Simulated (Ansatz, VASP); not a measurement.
Sn: VASP beside Ansatz

```
Sn
1.0
    -2.89271    2.89271    1.65218
     2.89271   -2.89271    1.65218
     2.89271    2.89271   -1.65218
Sn
2
Direct
  0.75000 0.25000 0.50000
  0.00000 0.00000 0.00000
```

Alike in both runs: task single point; functional PBEsol; k mesh 18 × 18 × 18; occupations gaussian, width 0.15 eV; no spin polarisation.

|  | VASP | Ansatz |
| --- | --- | --- |
| version | VASP 6.6.1 | Ansatz 0.2.0 |
| potentials or method | VASP PAW PBE potentials, release 64 (Sn_d), cutoff 520 eV | scalar-relativistic, plane waves, PAW |
| valence electrons in the cell | 28 | 28 |

Ansatz gave:

* gap on the k mesh at the Fermi level (eV): none
* pressure (GPa): -1.2
* traceless stress, the component that is largest in VASP (GPa): -1.86

Task: Which values does VASP return?

Result: gap on the k mesh at the Fermi level (eV): none; pressure (GPa): -1.3; traceless stress, the component that is largest in VASP (GPa): -1.85.

VASP's potentials were made for PBE, not for PBEsol. A gap of «none» marks a metal or a gap that the smearing closes. With one functional, cell and mesh, what is left measures potentials, basis and numerics.
